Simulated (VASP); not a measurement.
Runs of VASP 6.6.1 on Re. The structure is that of space group P6_3/mmc (No. 194), or close to it. The cells are those of the table. 

| potentials or basis | cell | k mesh | cutoff (eV) | second run | gap on the mesh (eV) | pressure (GPa) |
| --- | --- | --- | --- | --- | --- | --- |
| VASP PAW LDA potentials, release 64 (Re_sv_GW) | a = 2.761, b = 2.761, c = 4.458 Å, angles 90.0, 90.0, 120.0°, 2 atoms | 9 × 9 × 4 | 500 | valence_matched | none | -11.2 |
| VASP PAW LDA potentials, release 64 (Re) | a = 2.761, b = 2.761, c = 4.458 Å, angles 90.0, 90.0, 120.0°, 2 atoms | 9 × 9 × 4 | 520 | - | none | (b) |
| VASP PAW LDA potentials, release 64 (Re) | a = 2.738, b = 2.738, c = 4.415 Å, angles 90.0, 90.0, 120.0°, 2 atoms | 9 × 9 × 4 | 520 | - | none | 1.7 |
| VASP PAW LDA potentials, release 64 (Re_sv_GW) | a = 2.738, b = 2.738, c = 4.415 Å, angles 90.0, 90.0, 120.0°, 2 atoms | 9 × 9 × 4 | 500 | valence_matched | none | (a) |
| VASP PAW LDA potentials, release 64 (Re) | a = 2.737, b = 2.737, c = 4.417 Å, angles 90.0, 90.0, 120.0°, 2 atoms | 18 × 18 × 10 | 520 | - | none | 1.5 |

Alike in all rows: task single point; level LDA; no spin polarisation; smearing gaussian 0.1 eV.

Question: Estimate the missing entries.

Answer: (a) -0.9; (b) -8.9.

Caveats: spin-orbit coupling is left out, which moves the levels of the heavy elements.

A k mesh can miss the band edges, and the runs leave out spin-orbit coupling on Re.

A gap of «none» marks levels without a gap at the run's occupations.

The runs don't all hold the same shells in valence.
